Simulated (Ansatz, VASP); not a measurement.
# Ca3Si2N: VASP beside Ansatz

```
Ca Si N
1.0
     0.00000    7.47236    5.12221
     2.50260    0.00000    5.12221
     2.50260    7.47236    0.00000
Ca Si N
3 2 1
Direct
  0.64755 0.35245 0.64755
  0.35245 0.64755 0.35245
  0.00000 0.00000 0.00000
  0.00000 0.50000 0.00000
  0.50000 0.00000 0.50000
  0.50000 0.50000 0.50000
```

Alike in both runs: functional PBE; k mesh 4 × 4 × 4; occupations gaussian, width 0.1 eV; no spin polarisation.

Ansatz relaxed the structure, and its values are those at the end. VASP's run is a single point on that final structure, the one shown.

|  | VASP | Ansatz |
| --- | --- | --- |
| version | VASP 6.6.1 | Ansatz 0.2.0 |
| potentials or method | VASP PAW PBE potentials, release 64 (Ca_sv, Si, N), cutoff 520 eV | scalar-relativistic, plane waves, PAW |
| valence electrons in the cell | 43 | 43 |

Ansatz gave:

```
gap on the k mesh at the Fermi level (eV) : none
pressure (GPa)                            : 0.0
rms of the force components (eV/Å)        : 0.007
```

Problem. Estimate VASP's values.

Solution. gap on the k mesh at the Fermi level (eV): none; pressure (GPa): 0.1; rms of the force components (eV/Å): 0.011.

A gap of «none» marks a metal or a gap that the smearing closes. The functional is the same, so the differences come from potentials, cutoffs and numerics.

The k mesh is coarse, so the values compare programs but aren't converged.
